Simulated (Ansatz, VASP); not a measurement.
## Two plane-wave programs on In

INCAR

```
AGGAC = 1.0
AGGAX = 1.0
ALDAC = 0.0
ALDAX = 1.0
ALGO = Normal
EDIFF = 1E-6
ENCUT = 520
GGA = B5
ISIF = 2
ISMEAR = -1
LASPH = True
LCHARG = False
LREAL = False
LWAVE = False
NBANDS = 12
NELM = 100
PREC = Accurate
SIGMA = 0.1
```

Contents of KPOINTS:

```
k-points
0
Gamma
  12 12 12
```

POSCAR

```
In
1.0
    0.0000000000      2.4954602183      2.4954602183
    2.4954602183      0.0000000000      2.4954602183
    2.4954602183      2.4954602183      0.0000000000
In
1
Direct
    0.0000000000      0.0000000000      0.0000000000
```

Input for Ansatz:

```yaml
crystal:
  lattice:
    - [0.0, 2.4954602183, 2.4954602183]
    - [2.4954602183, 0.0, 2.4954602183]
    - [2.4954602183, 2.4954602183, 0.0]
  atoms:
    - { symbol: In, position: [0.0, 0.0, 0.0] }
hamiltonian:
  xc: blyp
  pseudopotentials:
    kind: paw
    azcp:
      In: "pseudopotentials/In.paw.azcp"
basis:
  ecutwfc: 420
  fft_grid_basis: typed
kpoints:
  mp_grid: { grid: [12, 12, 12], shift: [0, 0, 0] }
magnetization:
  spin_polarized: false
scf:
  occupations: { method: fermi_dirac, width: 0.1 }
  lower_state_search: "off"
output:
  stress: true
```

Alike in both runs: task single point; functional BLYP; k mesh 12 × 12 × 12; occupations fermi-dirac, width 0.1 eV; no spin polarisation.

```csv
,VASP,Ansatz
version,VASP 6.6.1,Ansatz 0.2.0
potentials or method,"VASP PAW PBE potentials, release 64 (In_d), cutoff 520 eV","plane waves (420 eV) with PAW, scalar-relativistic"
valence electrons in the cell,13,13
```

|  | VASP | Ansatz | Ansatz less VASP |
| --- | --- | --- | --- |
| pressure (GPa) | 0.0 | 0.0 | +0.06 |

VASP's potentials were made for PBE, not for BLYP. The functional is the same, so the differences come from potentials, cutoffs and numerics.
